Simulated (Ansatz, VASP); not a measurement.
## One calculation of SiO, two programs

POSCAR

```
SiO
1.0
    0.0000000000      2.4336400000      2.4336400000
    2.4336400000      0.0000000000      2.4336400000
    2.4336400000      2.4336400000      0.0000000000
Si O
1 1
Direct
    0.7500000000      0.7500000000      0.7500000000
    0.0000000000      0.0000000000      0.0000000000
```

INCAR.step1

```
PREC = Accurate ; ENCUT = 520
EDIFF = 1E-5 ; ISMEAR = -1
SIGMA = 0.05 ; LREAL = F
LASPH = T ; NELM = 100
ALGO = Normal ; ISIF = 2
LWAVE = T ; LCHARG = F
NBANDS = 12 ; GGA = PE
```

The input INCAR.step2:

```
PREC = Accurate ; ENCUT = 520
EDIFF = 1E-6 ; ISMEAR = -1
SIGMA = 0.05 ; LREAL = F
LASPH = T ; NELM = 100
ALGO = Normal ; ISIF = 2
LWAVE = F ; LCHARG = F
GGA = PE ; LHFCALC = T
AEXX = 0.25 ; HFSCREEN = 0.1
PRECFOCK = Normal ; NBANDS = 12
ISTART = 1
```

File KPOINTS:

```
regular mesh
0
Gamma
  5 5 5
```

File input:

```
crystal:
  lattice:
    - [0.0, 2.43364, 2.43364]
    - [2.43364, 0.0, 2.43364]
    - [2.43364, 2.43364, 0.0]
  atoms:
    - { symbol: Si, position: [0.75, 0.75, 0.75] }
    - { symbol: O, position: [0.0, 0.0, 0.0] }
hamiltonian:
  xc: { exchange: pbe, correlation: pbe, exx: { coeff: 0.25, omega: 0.1 } }
  pseudopotentials: { kind: paw }
kpoints:
  mp_grid: { grid: [5, 5, 5] }
scf:
  occupations: { method: fermi_dirac, width: 0.05 }
output:
  forces: true
  stress: true
  eigenvalues: true
```

Alike in both runs: task single point; functional PBE-based screened hybrid with a share of 0.25 of exact exchange and HFSCREEN = 0.1; k mesh 5 × 5 × 5; occupations fermi-dirac, width 0.05 eV; no spin polarisation.

```csv
,VASP,Ansatz
version,VASP 6.6.1,Ansatz 0.2.0
potentials or method,"VASP PAW PBE potentials, release 64 (Si, O)",Ansatz PAW
plane-wave cutoff (eV),520,420
valence electrons in the cell,10,10
```

Ansatz gave:

```
gap on the k mesh at the Fermi level (eV) : 0.50
least direct gap on the mesh (eV)         : 1.22
pressure (GPa)                            : -1.2
```

Problem. What did VASP give for the same quantities?

Solution. gap on the k mesh at the Fermi level (eV): 0.53; least direct gap on the mesh (eV): 1.27; pressure (GPa): -1.3.

VASP's potentials were made for PBE, not for PBE-based screened hybrid. With one functional, cell and mesh, what is left measures potentials, basis and numerics.

The k mesh is coarse, so the values compare programs but aren't converged. Noted on Ansatz's run: odd divisions of the mesh miss points on the zone boundary, where band edges often lie, so the gap on the mesh can be too wide.
